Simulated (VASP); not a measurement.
Here is a VASP 6.6.1 calculation.

File INCAR:

```
PREC = Accurate
ENCUT = 500
EDIFF = 1E-6
ISMEAR = 0
SIGMA = 0.02
LREAL = False
LASPH = True
NELM = 120
ALGO = Normal
ISIF = 2
LWAVE = False
LCHARG = True
GGA = PE
LELF = True
LVHAR = True
NBANDS = 11
GGA_COMPAT = False
```

File KPOINTS:

```
regular mesh
0
Gamma
  10 10 10
```

File POSCAR:

```
BP
1.0
    0.0000000000      2.2965909880      2.2965909880
    2.2965909880      0.0000000000      2.2965909880
    2.2965909880      2.2965909880      0.0000000000
B P
1 1
Direct
    0.0000000000      0.0000000000      0.0000000000
    0.2500000000      0.2500000000      0.2500000000
```

Potentials or basis: VASP PAW PBE potentials, release 64 (B, P).

The run is started by

```bash
$ cat potpaw_PBE.64/B/POTCAR potpaw_PBE.64/P/POTCAR > POTCAR
$ mpirun -np 1 vasp_std > vasp.out
```

Estimate the band gap on the k mesh.

1.29 eV, indirect (least direct gap 3.35 eV).

Predict the pressure.

-4.7 GPa.

 A k mesh can miss the band edges.
